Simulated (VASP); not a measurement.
# InAs (I4mm) in VASP: notebook

InAs is run at these levels: LDA; tasks: single point.

Everything below comes from runs of VASP 6.6.1. Logs are shortened: lines on timing, memory, paths and dates and some standing lists are left out, and cuts for length are marked.

### Step 1. The cell of the first run

The structure is tetragonal, space group I4mm (No. 107). The conventional cell has a = 4.027 Å, b = 4.027 Å, c = 5.696 Å, α = 90.00°, β = 90.00°, γ = 90.00°. In (site symmetry 4mm) has 5 As at 2.36 to 2.89 Å within 3.1 Å. As (site symmetry 4mm) has 5 In at 2.36 to 2.89 Å within 3.1 Å.

### Step 2. Single point, LDA

File INCAR:

```
  ALGO = Normal
  EDIFF = 1E-6
  ENCUT = 500
  GGA_COMPAT = F
  ISIF = 2
  ISMEAR = 0
  LASPH = T
  LCHARG = F
  LREAL = F
  LWAVE = F
  NBANDS = 16
  NELM = 120
  PREC = Accurate
  SIGMA = 0.15
```

File KPOINTS:

```
k-points
0
Gamma
  14 14 14
```

File POSCAR:

```
InAs
1.0
    0.0000000000      2.8478678852      2.8478678852
    2.8478678852      0.0000000000      2.8478678852
    2.8478678852      2.8478678852      0.0000000000
In As
1 1
Direct
    0.4664546356      0.5335453644      0.5335453644
    0.0514085645     -0.0514085645     -0.0514085645
```

Potentials or basis: VASP PAW LDA potentials, release 64 (In_d, As).

Started as:

```sh
> cat potpaw_LDA.64/In_d/POTCAR potpaw_LDA.64/As/POTCAR > POTCAR
> mpirun -np 1 vasp_std > vasp.out
```

OUTCAR:

```text
EDIFF = 1E-6
   ENCUT = 500
   ISIF = 2
   ISMEAR = 0
   LASPH = T
   LREAL = F
   NELM = 120
   PREC = Accurate

 ion  position               nearest neighbor table
   1  0.466  0.534  0.534-   2 2.36   2 2.89   2 2.89   2 2.89   2 2.89   2 3.33
   2  0.051  0.949  0.949-   1 2.36   1 2.89   1 2.89   1 2.89   1 2.89   1 3.33

  LATTYP: Found a face centered cubic cell.
 ALAT       =     5.6957357704

  Lattice vectors:

 A1 = (   0.0000000000,   2.8478678852,   2.8478678852)
 A2 = (   2.8478678852,   0.0000000000,   2.8478678852)
 A3 = (   2.8478678852,   2.8478678852,   0.0000000000)

Analysis of symmetry for initial positions (statically):
=====================================================================
 Subroutine PRICEL returns:
 Original cell was already a primitive cell.

 Routine SETGRP: Setting up the symmetry group for a
 face centered cubic supercell.

 Subroutine GETGRP returns: Found  8 space group operations
 (whereof  8 operations were pure point group operations)
 out of a pool of 48 trial point group operations.

The static configuration has the point symmetry C_4v.

Analysis of symmetry for dynamics (positions and initial velocities):
=====================================================================
 Subroutine PRICEL returns:
 Original cell was already a primitive cell.

 Routine SETGRP: Setting up the symmetry group for a
 face centered cubic supercell.

 Subroutine GETGRP returns: Found  8 space group operations
 (whereof  8 operations were pure point group operations)
 out of a pool of 48 trial point group operations.

The dynamic configuration has the point symmetry C_4v.

 Subroutine INISYM returns: Found  8 space group operations
 (whereof  8 operations are pure point group operations),
 and found     1 'primitive' translations

----------------------------------------------------------------------------------------

                                     Primitive cell

  volume of cell :      46.1944

  direct lattice vectors                    reciprocal lattice vectors
     0.000000000  2.847867885  2.847867885    -0.175569942  0.175569942  0.175569942
     2.847867885  0.000000000  2.847867885     0.175569942 -0.175569942  0.175569942
     2.847867885  2.847867885  0.000000000     0.175569942  0.175569942 -0.175569942

  length of vectors
     4.027493387  4.027493387  4.027493387     0.304096060  0.304096060  0.304096060

  position of ions in fractional coordinates (direct lattice)
     0.466454636  0.533545364  0.533545364
     0.051408565  0.948591435  0.948591435

  ion indices of the primitive-cell ions
   primitive index   ion index
                 1           1
                 2           2

----------------------------------------------------------------------------------------

 KPOINTS: k-points

Automatic generation of k-mesh.
 Grid dimensions read from file:
 generate k-points for:   14   14   14

 Generating k-lattice:

  Cartesian coordinates                     Fractional coordinates (reciprocal lattice)
    -0.012540710  0.012540710  0.012540710     0.071428571  0.000000000  0.000000000
     0.012540710 -0.012540710  0.012540710     0.000000000  0.071428571  0.000000000
     0.012540710  0.012540710 -0.012540710     0.000000000  0.000000000  0.071428571

  Length of vectors
     0.021721147  0.021721147  0.021721147

  Shift w.r.t. Gamma in fractional coordinates (k-lattice)
     0.000000000  0.000000000  0.000000000

 Subroutine IBZKPT returns following result:
 ===========================================

 Found    244 irreducible k-points:

 Following reciprocal coordinates:
            Coordinates               Weight
  0.000000  0.000000  0.000000      1.000000
  0.071429  0.000000  0.000000      8.000000
  0.142857  0.000000  0.000000      8.000000
  0.214286  0.000000  0.000000      8.000000
  0.285714  0.000000  0.000000      8.000000
  0.357143  0.000000  0.000000      8.000000
[... 16 lines left out ...]
 -0.428571  0.071429  0.000000     16.000000
  0.000000 -0.428571  0.071429      8.000000
 [... further k-points ...]
   k-points           NKPTS =    244   k-points in BZ     NKDIM =    244   number of bands    NBANDS=     16
   number of dos      NEDOS =    301   number of ions     NIONS =      2
   total plane-waves  NPLWV =  27000
   dimension x,y,z NGX =    30 NGY =   30 NGZ =   30
   dimension x,y,z NGXF=    60 NGYF=   60 NGZF=   60
   ions per type =               1   1
   NGX,Y,Z   is equivalent  to a cutoff of  12.38, 12.38, 12.38 a.u.
   NGXF,Y,Z  is equivalent  to a cutoff of  24.77, 24.77, 24.77 a.u.
 SYSTEM =  unknown system
   PREC   = accura    normal or accurate (medium, high low for compatibility)
   ISTART =      0    job   : 0-new  1-cont  2-samecut
   ICHARG =      2    charge: 1-file 2-atom 10-const
   ISPIN  =      1    spin polarized calculation?
   LNONCOLLINEAR =      F non collinear calculations
   LSORBIT =      F    spin-orbit coupling
   LASPH  =      T    aspherical Exc in radial PAW
   ENCUT  =  500.0 eV  36.75 Ry    6.06 a.u.   7.34  7.34  7.34*2*pi/ulx,y,z
   NELM   =    120;   NELMIN=  2; NELMDL= -5     # of ELM steps
   EDIFF  = 0.1E-05   stopping-criterion for ELM
   LREAL  =      F    real-space projection
   EDIFFG = 0.1E-04   stopping-criterion for IOM
   NSW    =      0    number of steps for IOM
   IBRION =     -1    ionic relax: 0-MD 1-quasi-New 2-CG
   NFREE  =      0    steps in history (QN), initial steepest desc. (CG)
   ISIF   =      2    stress and relaxation
   ISYM   =      2    0-nonsym 1-usesym 2-fastsym
   POTIM  = 0.5000    time-step for ionic-motion
   TEBEG  =    0.0;   TEEND  =   0.0 temperature during run
   PSTRESS=    0.0 pullay stress
   NELECT =      18.0000    total number of electrons
   NUPDOWN=      -1.0000    fix difference up-down
   EMIN   =  10.00;   EMAX   =-10.00  energy-range for DOS
   EFERMI =   0.00;   METHOD = LEGACY
   ISMEAR =     0;   SIGMA  =   0.15  broadening in eV -4-tet -1-fermi 0-gaus
   EFERMI_NEDOS =   21; number of points for ismear=-14 and -15
   IALGO  =     38    algorithm
   IMIX   =      4    mixing-type and parameters
     AMIX     =   0.40;   BMIX     =  1.00
     AMIX_MAG =   1.60;   BMIX_MAG =  1.00
  volume/ion in A,a.u.               =      23.10       155.87
  Fermi-wavevector in a.u.,A,eV,Ry     =   1.195737  2.259616 19.453447  1.429788
  Thomas-Fermi vector in A             =   2.331695
   LORBIT       =      0    0 simple, 1 ext, 2 COOP (PROOUT), +10 PAW based schemes
   GGA     = CA    functional components
   LHFCALC =     F    Hartree Fock is set to
   AEXX    =    0.0000 exact exchange contribution
   IVDW    =     0    specifies the selected vdW correction
   LEPSILON=     F    determine dielectric tensor
   LRPA    =     F    only Hartree local field effects (RPA)
 non-spin polarized calculation
 Gauss-broadening in eV      SIGMA  =   0.15
  energy-cutoff  :      500.00
  volume of cell :       46.19
 maximum number of plane-waves:      1211
 NGX is ok and might be reduce to    30
   NGX = 15   NGY = 15   NGZ = 15

 number of electron      17.9999991 magnetization

 Free energy of the ion-electron system (eV)
  ---------------------------------------------------
  ext. energy  EPLUGINS =         0.00000000
  ---------------------------------------------------
  free energy    TOTEN  =        -8.31355729 eV

  energy without entropy =       -8.30059819  energy(sigma->0) =       -8.30707774

 E-fermi :   6.0121     XC(G=0): -10.4349

 val. band max:        6.0038519133   @ k =  -0.2143   0.2143   0.0000
 cond. band min:       6.0211358743   @ k =  -0.0714   0.0714   0.0000
 fundamental gap:      0.0172839611
 Fermi energy:         6.0121355185

 k-point     1 :       0.0000    0.0000    0.0000
  band No.  band energies     occupation
      1      -8.5096      2.00000
      2      -8.3121      2.00000
      3      -8.3121      2.00000
      4      -8.2567      2.00000
      5      -8.2426      2.00000
      6      -6.3199      2.00000
[... 8 lines left out ...]
     15      14.9192      0.00000
     16      15.0243      0.00000

 k-point     2 :       0.0714    0.0000    0.0000
  band No.  band energies     occupation
      1      -8.5136      2.00000
      2      -8.3110      2.00000
      3      -8.3100      2.00000
      4      -8.2577      2.00000
      5      -8.2412      2.00000
      6      -6.2604      2.00000
[... 8 lines left out ...]
     15      14.6582      0.00000
     16      14.6896      0.00000

 k-point     3 :       0.1429    0.0000    0.0000
  band No.  band energies     occupation
      1      -8.5245      2.00000
      2      -8.3082      2.00000
      3      -8.3056      2.00000
      4      -8.2589      2.00000
      5      -8.2370      2.00000
      6      -6.0848      2.00000
[... 8 lines left out ...]
     15      14.4663      0.00000
     16      14.4825      0.00000

 k-point     4 :       0.2143    0.0000    0.0000
  band No.  band energies     occupation
      1      -8.5398      2.00000
      2      -8.3051      2.00000
      3      -8.3047      2.00000
      4      -8.2553      2.00000
      5      -8.2301      2.00000
      6      -5.8030      2.00000
[... 8 lines left out ...]
     15      14.7307      0.00000
     16      14.7327      0.00000
[... 324 lines left out ...]
 k-point    22 :       0.0000    0.5000    0.0714
  band No.  band energies     occupation
      1      -8.5955      2.00000
      2      -8.3202      2.00000
      3      -8.2990      2.00000
      4      -8.2197      2.00000
      5      -8.2071      2.00000
      6      -4.4894      2.00000
[... 8 lines left out ...]
     15      17.6427      0.00000
     16      18.2457      0.00000

 k-point    23 :      -0.4286    0.0714    0.0000
  band No.  band energies     occupation
      1      -8.5868      2.00000
      2      -8.3254      2.00000
      3      -8.3003      2.00000
      4      -8.2250      2.00000
      5      -8.2039      2.00000
      6      -4.5481      2.00000
[... 8 lines left out ...]
     15      17.2150      0.00000
     16      18.2051      0.00000

 k-point    24 :       0.0000   -0.4286    0.0714
  band No.  band energies     occupation
      1      -8.5919      2.00000
      2      -8.3209      2.00000
      3      -8.3004      2.00000
      4      -8.2245      2.00000
      5      -8.2051      2.00000
      6      -4.5420      2.00000
[... 8 lines left out ...]
     15      17.1943      0.00000
     16      18.3582      0.00000

 [... further k-points ...]
[... 5 lines left out ...]
  --------------------------------------------------------------------------------------
  -------------------------------------------------------------------------------------
  Total        5.9952616     -1.5513690     -1.5513690      0.0000000      0.0000000      0.0000000
  in kB      207.9357738    -53.8066784    -53.8066784      0.0000000      0.0000000      0.0000000
  external PRESSURE =      33.4408056 kB  Pullay stress =       0.0000000 kB

 VOLUME and BASIS-vectors are now :
 -----------------------------------------------------------------------------
  energy-cutoff  :      500.00
  volume of cell :       46.19
      direct lattice vectors                 reciprocal lattice vectors
     0.000000000  2.847867885  2.847867885    -0.175569942  0.175569942  0.175569942
     2.847867885  0.000000000  2.847867885     0.175569942 -0.175569942  0.175569942
     2.847867885  2.847867885  0.000000000     0.175569942  0.175569942 -0.175569942

 POSITION                                       TOTAL-FORCE (eV/Angst)
 -----------------------------------------------------------------------------------
      3.03893      2.84787      2.84787        -2.704504      0.000000      0.000000
      5.40293      2.84787      2.84787         2.704504      0.000000      0.000000
 -----------------------------------------------------------------------------------
    total drift:                                0.000072      0.000000      0.000000

  FREE ENERGIE OF THE ION-ELECTRON SYSTEM (eV)
  ---------------------------------------------------
  free  energy   TOTEN  =        -8.3135572863 eV

  energy  without entropy=       -8.3005981933  energy(sigma->0) =       -8.30707774
```

Run time: 2.5 min. Hardware: 1 thread of Intel Xeon 6975P-C, shared host; peak memory 0.29 GiB.

What came out:

```
Free energy            : -8.3136 eV
Pressure               : 3.3 GPa
Largest force          : 2.705 eV/Å
Band gap on the k mesh : zero (band 9 reaches 6.52 eV, above the bottom of band 10 at 4.05 eV)
```

Forces in eV/Å, atoms in the order of the input:
```
In  -2.705  0.000  0.000
As   2.705  0.000  0.000
```

Caveat: spin-orbit coupling is left out, which moves the levels of the heavy elements; forces of over 1 eV/Å act on the atoms, so gaps and moduli don't describe the material at rest.

[end of part 1 of 2]
